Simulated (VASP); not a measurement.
# W (Im-3m) in VASP: notebook

Runs on W. Level: LDA. Tasks: single point.

Everything below comes from runs of VASP 6.6.1. Logs are shortened: lines on timing, memory, paths and dates and some standing lists are left out, and cuts for length are marked.

## Step 1: The cell of the first run

Symmetry: Im-3m, No. 229, cubic system. Conventional cell: a = 3.135 Å, b = 3.135 Å, c = 3.135 Å, α = 90.00°, β = 90.00°, γ = 90.00°. Within 3.6 Å of W (site symmetry m-3m) lie 14 W at 2.72 to 3.14 Å.

## Step 2: Single point, LDA

Contents of INCAR:

```
ALGO = Normal
EDIFF = 1E-7
ENCUT = 520
GGA = CA
ISIF = 2
ISMEAR = -1
LASPH = T
LCHARG = F
LREAL = F
LWAVE = F
NBANDS = 13
NELM = 100
PREC = Accurate
SIGMA = 0.1
```

Contents of KPOINTS:

```
k-points
0
Gamma
  15 15 15
```

Contents of POSCAR:

```
W
1.0
   -1.5676867250      1.5676867250      1.5676867250
    1.5676867250     -1.5676867250      1.5676867250
    1.5676867250      1.5676867250     -1.5676867250
W
1
Direct
    0.0000000000      0.0000000000      0.0000000000
```

Potentials or basis: VASP PAW LDA potentials, release 64 (W_sv).

Started as:

```sh
cat potpaw_LDA.64/W_sv/POTCAR > POTCAR
mpirun -np 1 vasp_std > vasp.out
```

OUTCAR:

```text
EDIFF = 1E-7
   ENCUT = 520
   GGA = CA
   ISIF = 2
   ISMEAR = -1
   LASPH = T
   LREAL = F
   NELM = 100
   PREC = Accurate

 ion  position               nearest neighbor table
   1  0.000  0.000  0.000-

  LATTYP: Found a body centered cubic cell.
 ALAT       =     3.1353734500

  Lattice vectors:

 A1 = (  -1.5676867250,   1.5676867250,   1.5676867250)
 A2 = (   1.5676867250,  -1.5676867250,   1.5676867250)
 A3 = (   1.5676867250,   1.5676867250,  -1.5676867250)

Analysis of symmetry for initial positions (statically):
=====================================================================
 Subroutine PRICEL returns:
 Original cell was already a primitive cell.

 Routine SETGRP: Setting up the symmetry group for a
 body centered cubic supercell.

 Subroutine GETGRP returns: Found 48 space group operations
 (whereof 48 operations were pure point group operations)
 out of a pool of 48 trial point group operations.

The static configuration has the point symmetry O_h .

Analysis of symmetry for dynamics (positions and initial velocities):
=====================================================================
 Subroutine PRICEL returns:
 Original cell was already a primitive cell.

 Routine SETGRP: Setting up the symmetry group for a
 body centered cubic supercell.

 Subroutine GETGRP returns: Found 48 space group operations
 (whereof 48 operations were pure point group operations)
 out of a pool of 48 trial point group operations.

The dynamic configuration has the point symmetry O_h .

 Subroutine INISYM returns: Found 48 space group operations
 (whereof 48 operations are pure point group operations),
 and found     1 'primitive' translations

----------------------------------------------------------------------------------------

                                     Primitive cell

  volume of cell :      15.4112

  direct lattice vectors                    reciprocal lattice vectors
    -1.567686725  1.567686725  1.567686725     0.000000000  0.318941273  0.318941273
     1.567686725 -1.567686725  1.567686725     0.318941273  0.000000000  0.318941273
     1.567686725  1.567686725 -1.567686725     0.318941273  0.318941273  0.000000000

  length of vectors
     2.715313058  2.715313058  2.715313058     0.451051074  0.451051074  0.451051074

  position of ions in fractional coordinates (direct lattice)
     0.000000000  0.000000000  0.000000000

  ion indices of the primitive-cell ions
   primitive index   ion index
                 1           1

----------------------------------------------------------------------------------------

 KPOINTS: k-points

Automatic generation of k-mesh.
 Grid dimensions read from file:
 generate k-points for:   15   15   15

 Generating k-lattice:

  Cartesian coordinates                     Fractional coordinates (reciprocal lattice)
     0.000000000  0.021262752  0.021262752     0.066666667  0.000000000  0.000000000
     0.021262752  0.000000000  0.021262752     0.000000000  0.066666667  0.000000000
     0.021262752  0.021262752  0.000000000     0.000000000  0.000000000  0.066666667

  Length of vectors
     0.030070072  0.030070072  0.030070072

  Shift w.r.t. Gamma in fractional coordinates (k-lattice)
     0.000000000  0.000000000  0.000000000

 Subroutine IBZKPT returns following result:
 ===========================================

 Found    120 irreducible k-points:

 Following reciprocal coordinates:
            Coordinates               Weight
  0.000000  0.000000  0.000000      1.000000
  0.066667  0.000000  0.000000     12.000000
  0.133333  0.000000  0.000000     12.000000
  0.200000  0.000000  0.000000     12.000000
  0.266667  0.000000  0.000000     12.000000
  0.333333  0.000000  0.000000     12.000000
[... 16 lines left out ...]
  0.333333  0.200000  0.000000     48.000000
  0.400000  0.200000  0.000000     24.000000
 [... further k-points ...]
   k-points           NKPTS =    120   k-points in BZ     NKDIM =    120   number of bands    NBANDS=     13
   number of dos      NEDOS =    301   number of ions     NIONS =      1
   total plane-waves  NPLWV =   8000
   dimension x,y,z NGX =    20 NGY =   20 NGZ =   20
   dimension x,y,z NGXF=    40 NGYF=   40 NGZF=   40
   ions per type =               1
   NGX,Y,Z   is equivalent  to a cutoff of  12.25, 12.25, 12.25 a.u.
   NGXF,Y,Z  is equivalent  to a cutoff of  24.49, 24.49, 24.49 a.u.
 SYSTEM =  unknown system
   PREC   = accura    normal or accurate (medium, high low for compatibility)
   ISTART =      0    job   : 0-new  1-cont  2-samecut
   ICHARG =      2    charge: 1-file 2-atom 10-const
   ISPIN  =      1    spin polarized calculation?
   LNONCOLLINEAR =      F non collinear calculations
   LSORBIT =      F    spin-orbit coupling
   LASPH  =      T    aspherical Exc in radial PAW
   ENCUT  =  520.0 eV  38.22 Ry    6.18 a.u.   5.05  5.05  5.05*2*pi/ulx,y,z
   NELM   =    100;   NELMIN=  2; NELMDL= -5     # of ELM steps
   EDIFF  = 0.1E-06   stopping-criterion for ELM
   LREAL  =      F    real-space projection
   EDIFFG = 0.1E-05   stopping-criterion for IOM
   NSW    =      0    number of steps for IOM
   IBRION =     -1    ionic relax: 0-MD 1-quasi-New 2-CG
   NFREE  =      0    steps in history (QN), initial steepest desc. (CG)
   ISIF   =      2    stress and relaxation
   ISYM   =      2    0-nonsym 1-usesym 2-fastsym
   POTIM  = 0.5000    time-step for ionic-motion
   TEBEG  =    0.0;   TEEND  =   0.0 temperature during run
   PSTRESS=    0.0 pullay stress
   NELECT =      14.0000    total number of electrons
   NUPDOWN=      -1.0000    fix difference up-down
   EMIN   =  10.00;   EMAX   =-10.00  energy-range for DOS
   EFERMI =   0.00;   METHOD = LEGACY
   ISMEAR =    -1;   SIGMA  =   0.10  broadening in eV -4-tet -1-fermi 0-gaus
   EFERMI_NEDOS =   21; number of points for ismear=-14 and -15
   IALGO  =     38    algorithm
   IMIX   =      4    mixing-type and parameters
     AMIX     =   0.40;   BMIX     =  1.00
     AMIX_MAG =   1.60;   BMIX_MAG =  1.00
  volume/ion in A,a.u.               =      15.41       104.00
  Fermi-wavevector in a.u.,A,eV,Ry     =   1.585519  2.996197 34.203303  2.513872
  Thomas-Fermi vector in A             =   2.684971
   LORBIT       =      0    0 simple, 1 ext, 2 COOP (PROOUT), +10 PAW based schemes
   GGA     = CA    functional components
   LHFCALC =     F    Hartree Fock is set to
   AEXX    =    0.0000 exact exchange contribution
   IVDW    =     0    specifies the selected vdW correction
   LEPSILON=     F    determine dielectric tensor
   LRPA    =     F    only Hartree local field effects (RPA)
 non-spin polarized calculation
  energy-cutoff  :      520.00
  volume of cell :       15.41
 maximum number of plane-waves:       428
   NGX =  9   NGY =  9   NGZ =  9

 number of electron      14.0000004 magnetization

 Free energy of the ion-electron system (eV)
  ---------------------------------------------------
  ext. energy  EPLUGINS =         0.00000000
  ---------------------------------------------------
  free energy    TOTEN  =       -14.10882449 eV

  energy without entropy =      -14.09212583  energy(sigma->0) =      -14.10047516

 E-fermi :  11.7253     XC(G=0): -13.9886

 val. band max:       11.6686788103   @ k =  -0.3333   0.4000   0.2667
 cond. band min:      11.7624602215   @ k =  -0.1333   0.1333   0.1333
 fundamental gap:      0.0937814112
 Fermi energy:        11.7253340042

 k-point     1 :       0.0000    0.0000    0.0000
  band No.  band energies     occupation
      1     -61.9815      2.00000
      2     -25.7442      2.00000
      3     -25.7442      2.00000
      4     -25.7442      2.00000
      5       2.0366      2.00000
      6      10.4237      2.00000
      7      10.4237      2.00000
      8      10.4237      2.00000
      9      13.9875      0.00000
     10      13.9875      0.00000
     11      26.3717      0.00000
     12      26.3717      0.00000
     13      26.3717      0.00000

 k-point     2 :       0.0667    0.0000    0.0000
  band No.  band energies     occupation
      1     -61.9749      2.00000
      2     -25.8119      2.00000
      3     -25.7651      2.00000
      4     -25.7446      2.00000
      5       2.2603      2.00000
      6      10.2880      2.00000
      7      10.3931      2.00000
      8      10.6399      1.99996
      9      13.7724      0.00000
     10      13.9888      0.00000
     11      26.5632      0.00000
     12      26.7489      0.00000
     13      26.9266      0.00000

 k-point     3 :       0.1333    0.0000    0.0000
  band No.  band energies     occupation
      1     -61.9559      2.00000
      2     -26.0001      2.00000
      3     -25.8238      2.00000
      4     -25.7457      2.00000
      5       2.8921      2.00000
      6       9.9264      2.00000
      7      10.2491      2.00000
      8      11.2785      1.97732
      9      13.3845      0.00000
     10      14.0081      0.00000
     11      27.0012      0.00000
     12      27.8323      0.00000
     13      28.2458      0.00000

 k-point     4 :       0.2000    0.0000    0.0000
  band No.  band energies     occupation
      1     -61.9278      2.00000
      2     -26.2694      2.00000
      3     -25.9093      2.00000
      4     -25.7474      2.00000
      5       3.7995      2.00000
      6       9.4424      2.00000
      7       9.9676      2.00000
      8      12.3074      0.00591
      9      13.2406      0.00000
     10      14.0798      0.00000
     11      27.1690      0.00000
     12      29.2092      0.00000
     13      29.5077      0.00000

 k-point     5 :       0.2667    0.0000    0.0000
  band No.  band energies     occupation
      1     -61.8954      2.00000
      2     -26.5681      2.00000
      3     -26.0058      2.00000
      4     -25.7494      2.00000
      5       4.7078      2.00000
      6       8.9428      2.00000
      7       9.8382      2.00000
      8      13.4254      0.00000
      9      13.6668      0.00000
     10      14.2307      0.00000
     11      26.4520      0.00000
     12      28.3324      0.00000
     13      31.6459      0.00000
[... 257 lines left out ...]
 k-point    22 :       0.2667    0.2000    0.0000
  band No.  band energies     occupation
      1     -61.8337      2.00000
      2     -26.9153      2.00000
      3     -26.2743      2.00000
      4     -25.8801      2.00000
      5       6.5103      2.00000
      6       8.4210      2.00000
      7       9.5390      2.00000
      8      13.4311      0.00000
      9      14.9135      0.00000
     10      18.0598      0.00000
     11      23.8717      0.00000
     12      26.9879      0.00000
     13      28.8277      0.00000

 k-point    23 :       0.3333    0.2000    0.0000
  band No.  band energies     occupation
      1     -61.8181      2.00000
      2     -26.9870      2.00000
      3     -26.3778      2.00000
      4     -25.8896      2.00000
      5       6.5536      2.00000
      6       8.3422      2.00000
      7      10.1360      2.00000
      8      13.7204      0.00000
      9      15.0756      0.00000
     10      19.6824      0.00000
     11      22.2331      0.00000
     12      25.7785      0.00000
     13      28.4117      0.00000

 k-point    24 :       0.4000    0.2000    0.0000
  band No.  band energies     occupation
      1     -61.8125      2.00000
      2     -27.0099      2.00000
      3     -26.4170      2.00000
      4     -25.8925      2.00000
      5       6.5267      2.00000
      6       8.3215      2.00000
      7      10.4280      2.00000
      8      13.7655      0.00000
      9      15.2887      0.00000
     10      20.4545      0.00000
     11      21.4371      0.00000
     12      25.2471      0.00000
     13      28.3007      0.00000

 [... further k-points ...]

------------------------ aborting loop because EDIFF is reached ----------------------------------------

  FORCE on cell =-STRESS in cart. coord.  units (eV):
  Direction    XX          YY          ZZ          XY          YZ          ZX
  --------------------------------------------------------------------------------------
  -------------------------------------------------------------------------------------
  Total        0.1954917      0.1954917      0.1954917      0.0000000     -0.0000000      0.0000000
  in kB       20.3236233     20.3236233     20.3236233      0.0000000     -0.0000000      0.0000000
  external PRESSURE =      20.3236233 kB  Pullay stress =       0.0000000 kB

 VOLUME and BASIS-vectors are now :
 -----------------------------------------------------------------------------
  energy-cutoff  :      520.00
  volume of cell :       15.41
      direct lattice vectors                 reciprocal lattice vectors
    -1.567686725  1.567686725  1.567686725     0.000000000  0.318941273  0.318941273
     1.567686725 -1.567686725  1.567686725     0.318941273  0.000000000  0.318941273
     1.567686725  1.567686725 -1.567686725     0.318941273  0.318941273  0.000000000

 POSITION                                       TOTAL-FORCE (eV/Angst)
 -----------------------------------------------------------------------------------
      0.00000      0.00000      0.00000         0.000000      0.000000      0.000000
 -----------------------------------------------------------------------------------
    total drift:                               -0.000000     -0.000000      0.000000

  FREE ENERGIE OF THE ION-ELECTRON SYSTEM (eV)
  ---------------------------------------------------
  free  energy   TOTEN  =       -14.1088244863 eV

  energy  without entropy=      -14.0921258347  energy(sigma->0) =      -14.10047516
```

Wall time 31 s (1 thread of AMD EPYC 7R43 (Zen 3), shared host); peak memory 0.1 GiB.

What came out:

| Quantity | Value |
| --- | --- |
| Free energy | -14.1088 eV |
| Pressure | 2.0 GPa |
| Band gap on the k mesh | zero (band 7 reaches 16.56 eV, above the bottom of band 8 at 10.42 eV) |

Caveat: spin-orbit coupling is left out, which moves the levels of the heavy elements.

## Step 3: Single point, LDA

Contents of INCAR:

```
SYSTEM = W
PREC     = Accurate       ! precision mode
ENCUT    = 520            ! plane-wave cutoff, eV
EDIFF    = 1E-6           ! SCF threshold, eV
ISMEAR   = -1             ! smearing method
SIGMA    = 0.1            ! smearing width, eV
LREAL    = .FALSE.        ! projectors in reciprocal space
LASPH    = .TRUE.         ! aspherical terms in the spheres
NELM     = 60             ! most SCF steps
ALGO     = Normal         ! electronic algorithm
ISIF     = 2              ! what is computed and relaxed
LWAVE    = .FALSE.        ! write WAVECAR
LCHARG   = .FALSE.        ! write CHGCAR
GGA      = CA             ! functional
NBANDS   = 13             ! bands
```

Contents of KPOINTS:

```
Automatic mesh
0
G
  20 20 20
  0 0 0
```

POSCAR is that of step 2.

Potentials or basis: VASP PAW LDA potentials, release 64 (W_sv).

Started as:

```sh
cat potpaw_LDA.64/W_sv/POTCAR > POTCAR
mpirun -np 1 vasp_std > vasp.out
```

It took 42 s on 1 thread of AMD EPYC 7R43 (Zen 3), shared host; peak memory 0.12 GiB.

It converged, with:

```yaml
Free_energy: -14.1143 eV
Pressure: 1.9 GPa
Band_gap_on_the_k_mesh: zero (band 7 reaches 17.08 eV, above the bottom of band 8 at 10.42 eV)
```

Levels at points of the mesh, in eV from the Fermi level:
```
           k point  band 4  band 5  band 6  band 7  band 8  band 9  band 10  band 11
(0.00, 0.00, 0.00)  -37.51   -9.73   -1.34   -1.34   -1.34    2.22     2.22    14.60
(0.50, 0.00, 0.00)  -37.52   -6.48   -3.76    0.91    2.14    3.14     6.35    11.52
(0.50, 0.50, 0.50)  -38.51   -6.11   -6.11    5.32    5.32    5.32     8.55     8.55
```

Caveat: spin-orbit coupling is left out, which moves the levels of the heavy elements.

(Part 1 of 2 ends here.)
